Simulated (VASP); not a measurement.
Crystal: Rh.

```
Rh
1.0
     2.73098    0.00000    0.00000
    -1.36549    2.36510    0.00000
     0.00000    0.00000    4.42849
Rh
2
Direct
  0.66667 0.33333 0.75000
  0.33333 0.66667 0.25000
```

This isn't the form of Rh at room conditions, which is fcc.

```yaml
Program: VASP 6.6.1
Task: relaxation of cell and atoms
Functional: r2SCAN
Potentials_or_basis: VASP PAW PBE potentials, release 64 (Rh_sv_GW)
Cutoff: 580 eV
k_mesh: 12 × 12 × 4
Occupations: gaussian, width 0.1 eV
Spin: no spin polarisation
```

At the start: pressure -11.6 GPa; volume 14.30 Å³/atom.

Task: Where does the relaxation end?

Result: Over 4 steps the energy falls by 23.5 meV/atom and the volume is 13.69 Å³/atom (-4.3 %); space group P6_3/mmc (No. 194, to 0.1 Å) before and after.

The path:
| step | energy change (eV) | largest force (eV/Å) | pressure (GPa) | volume (Å³) |
| --- | --- | --- | --- | --- |
| 1 | 0.0000 | 0.0000 | -11.65 | 28.60 |
| 2 | 0.2955 | 0.0000 | 42.69 | 24.51 |
| 3 | -0.0469 | 0.0000 | -0.53 | 27.42 |
| 4 | -0.0470 | 0.0000 | -0.07 | 27.38 |

Final structure:
```cif
data_structure
_symmetry_space_group_name_H-M 'P 1'
_symmetry_Int_Tables_number 1
_cell_length_a 2.6929
_cell_length_b 2.6929
_cell_length_c 4.3597
_cell_angle_alpha 90.000
_cell_angle_beta 90.000
_cell_angle_gamma 120.000
_cell_volume 27.38
loop_
_atom_site_label
_atom_site_type_symbol
_atom_site_fract_x
_atom_site_fract_y
_atom_site_fract_z
_atom_site_occupancy
Rh1 Rh 0.66667 0.33333 0.75000 1
Rh2 Rh 0.33333 0.66667 0.25000 1
```

Caveat: the PAW data sets were made with another functional, which shifts forces and pressure a little.
